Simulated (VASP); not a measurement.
# Be (P6_3/mmc) in VASP: a series of runs, part 2 of 2

VASP 6.6.1. Earlier steps stand in the parts before.

## Step 3: Relaxation of cell and atoms, PBEsol

This run uses another cell than the first one, of 7.43 Å³/atom, 0.949 times its volume.

INCAR

```
PREC     = Accurate       # precision mode
ENCUT    = 600            # plane-wave cutoff, eV
EDIFF    = 1E-7           # SCF threshold, eV
ISMEAR   = 0              # smearing method
SIGMA    = 0.1            # smearing width, eV
LREAL    = False          # projectors in reciprocal space
LASPH    = True           # aspherical terms in the spheres
NELM     = 120            # most SCF steps
ALGO     = Normal         # electronic algorithm
ISIF     = 3              # what is computed and relaxed
LWAVE    = False          # write WAVECAR
LCHARG   = False          # write CHGCAR
GGA      = PS             # functional
IBRION   = 2              # ionic algorithm
NSW      = 70             # ionic steps
EDIFFG   = -0.005         # ionic threshold
GGA_COMPAT= False        
NELMIN   = 4
```

KPOINTS

```
regular mesh
0
Gamma
  21 21 12
```

POSCAR

```
Be
1.0
    2.2142215394      0.0000000000      0.0000000000
   -1.1071107697      1.9175721027      0.0000000000
    0.0000000000      0.0000000000      3.5000027207
Be
2
Direct
    0.3333333333      0.6666666667      0.2500000000
    0.6666666667      0.3333333333      0.7500000000
```

Potentials or basis: VASP PAW PBE potentials, release 64 (Be).

Run with:

```bash
cat potpaw_PBE.64/Be/POTCAR > POTCAR
mpirun -np 1 vasp_std > vasp.out
```

OUTCAR:

```text
PREC = Accurate
   ENCUT = 600
   EDIFF = 1E-7
   ISMEAR = 0
   LREAL = False
   LASPH = True
   NELM = 120
   ISIF = 3
   GGA = PS
   IBRION = 2
   NSW = 70
   EDIFFG = -0.005
   NELMIN = 4

 ion  position               nearest neighbor table
   1  0.333  0.667  0.250-   2 2.17   2 2.17   2 2.17   2 2.17   2 2.17   2 2.17
   2  0.667  0.333  0.750-   1 2.17   1 2.17   1 2.17   1 2.17   1 2.17   1 2.17

  LATTYP: Found a hexagonal cell.
 ALAT       =     2.2142215394
 C/A-ratio  =     1.5806922019

  Lattice vectors:

 A1 = (   2.2142215394,   0.0000000000,   0.0000000000)
 A2 = (  -1.1071107697,   1.9175721027,   0.0000000000)
 A3 = (   0.0000000000,   0.0000000000,   3.5000027207)

Analysis of symmetry for initial positions (statically):
=====================================================================
 Subroutine PRICEL returns:
 Original cell was already a primitive cell.

 Routine SETGRP: Setting up the symmetry group for a
 hexagonal supercell.

 Subroutine GETGRP returns: Found 24 space group operations
 (whereof 12 operations were pure point group operations)
 out of a pool of 24 trial point group operations.

The static configuration has the point symmetry D_3d.
 The point group associated with its full space group is D_6h.

Analysis of symmetry for dynamics (positions and initial velocities):
=====================================================================
 Subroutine PRICEL returns:
 Original cell was already a primitive cell.

 Routine SETGRP: Setting up the symmetry group for a
 hexagonal supercell.

 Subroutine GETGRP returns: Found 24 space group operations
 (whereof 12 operations were pure point group operations)
 out of a pool of 24 trial point group operations.

The dynamic configuration has the point symmetry D_3d.
[... 123 lines left out ...]
  Thomas-Fermi vector in A             =   2.192272
   LORBIT       =      0    0 simple, 1 ext, 2 COOP (PROOUT), +10 PAW based schemes
   GGA     = PS    functional components
   LHFCALC =     F    Hartree Fock is set to
   AEXX    =    0.0000 exact exchange contribution
   IVDW    =     0    specifies the selected vdW correction
   LEPSILON=     F    determine dielectric tensor
   LRPA    =     F    only Hartree local field effects (RPA)
 conjugate gradient relaxation of ions
 non-spin polarized calculation
 Gauss-broadening in eV      SIGMA  =   0.10
  energy-cutoff  :      600.00
  volume of cell :       14.86
 maximum number of plane-waves:       515
 NGX is ok and might be reduce to    18
   NGX =  9   NGY =  9   NGZ = 13

--------------------------------------- Ionic step        1  -------------------------------------------

 number of electron       4.0000000 magnetization

 Free energy of the ion-electron system (eV)
  ---------------------------------------------------
  ext. energy  EPLUGINS =         0.00000000
  ---------------------------------------------------
  free energy    TOTEN  =        -7.97358047 eV

  energy without entropy =       -7.97219216  energy(sigma->0) =       -7.97288631

------------------------ aborting loop because EDIFF is reached ----------------------------------------

  FORCE on cell =-STRESS in cart. coord.  units (eV):
  Direction    XX          YY          ZZ          XY          YZ          ZX
  --------------------------------------------------------------------------------------
  -------------------------------------------------------------------------------------
  Total        0.6966873      0.6966873      0.7228583      0.0000000      0.0000000      0.0000000
  in kB       75.1116582     75.1116582     77.9332161      0.0000000      0.0000000      0.0000000
  external PRESSURE =      76.0521775 kB  Pullay stress =       0.0000000 kB
[... 203 lines left out ...]
--------------------------------------- Ionic step        7  -------------------------------------------

 number of electron       4.0000000 magnetization

 Free energy of the ion-electron system (eV)
  ---------------------------------------------------
  ext. energy  EPLUGINS =         0.00000000
  ---------------------------------------------------
  free energy    TOTEN  =        -7.99307282 eV

  energy without entropy =       -7.99156770  energy(sigma->0) =       -7.99232026

 E-fermi :   7.0999     XC(G=0): -10.6280

 val. band max:        7.0974574387   @ k =   0.3333   0.0476   0.0000
 cond. band min:       7.1189602263   @ k =   0.3333   0.2857   0.0833
 fundamental gap:      0.0215027876
 Fermi energy:         7.0998651893

 k-point     1 :       0.0000    0.0000    0.0000
  band No.  band energies     occupation
      1      -4.3119      2.00000
      2       2.5635      2.00000
      3       8.1749      0.00000
      4      23.1793      0.00000
      5      23.1793      0.00000
      6      26.0252      0.00000
[... 199 lines left out ...]
 k-point    24 :       0.1905    0.0952    0.0000
  band No.  band energies     occupation
      1      -2.4806      2.00000
      2       4.9585      2.00000
      3       8.4684      0.00000
      4      15.3360      0.00000
      5      17.6393      0.00000
      6      23.4247      0.00000

 [... further k-points ...]
[... 5 lines left out ...]
  --------------------------------------------------------------------------------------
  -------------------------------------------------------------------------------------
  Total        0.0008243      0.0008243      0.0007722     -0.0000000      0.0000000     -0.0000000
  in kB        0.0840257      0.0840257      0.0787175     -0.0000000      0.0000000     -0.0000000
  external PRESSURE =       0.0822563 kB  Pullay stress =       0.0000000 kB
[... 17 lines left out ...]
  FREE ENERGIE OF THE ION-ELECTRON SYSTEM (eV)
  ---------------------------------------------------
  free  energy   TOTEN  =        -7.9930728208 eV

  energy  without entropy=       -7.9915676970  energy(sigma->0) =       -7.99232026

 reached required accuracy - stopping structural energy minimisation
```

It took 2 min on 1 thread of Intel Xeon Platinum 8259CL at 2.50GHz (Skylake/Cascade Lake), shared host; peak memory 0.15 GiB.

Results:

| Quantity | Value |
| --- | --- |
| Free energy | -7.9931 eV |
| Relaxed volume | 7.86 Å³/atom |
| Relaxed cell | a = 2.257 Å, b = 2.257 Å, c = 3.562 Å, α = 90.00°, β = 90.00°, γ = 120.00° |
| Space group after relaxing (to 0.05 Å) | P6_3/mmc (No. 194) |
| Energy gained by relaxing | 9.7 meV/atom |
| Ionic steps | 7 |
| Pressure after relaxing | 0.0 GPa |
| Band gap on the k mesh | zero (band 2 reaches 8.05 eV, above the bottom of band 3 at 5.96 eV) |

Step by step:
```
step  energy change (eV)  largest force (eV/Å)  pressure (GPa)  volume (Å³)
   1              0.0000                0.0000            7.61        14.86
   2             -0.0193                0.0000            0.66        15.63
   3             -0.0194                0.0000           -0.01        15.72
   4             -0.0194                0.0000            0.12        15.70
   5             -0.0195                0.0000            0.12        15.70
   6             -0.0195                0.0000            0.12        15.70
   7             -0.0195                0.0000            0.01        15.72
```

Final structure:
```
Be
1.0
     2.25721    0.00000    0.00000
    -1.12860    1.95480    0.00000
     0.00000    0.00000    3.56197
Be
2
Direct
  0.33333 0.66667 0.25000
  0.66667 0.33333 0.75000
```

Levels at points of the mesh, in eV from the Fermi level:
| k point | band 1 | band 2 | band 3 | band 4 | band 5 | band 6 |
| --- | --- | --- | --- | --- | --- | --- |
| (0.00, 0.00, 0.00) | -11.41 | -4.54 | 1.08 | 16.08 | 16.08 | 18.93 |
| (0.00, 0.00, 0.50) | -9.26 | -9.26 | 10.66 | 10.66 | 17.73 | 17.73 |

Caveat: the PAW data sets were made with another functional, which shifts forces and pressure a little. Zero-point motion and thermal expansion aren't in these numbers.
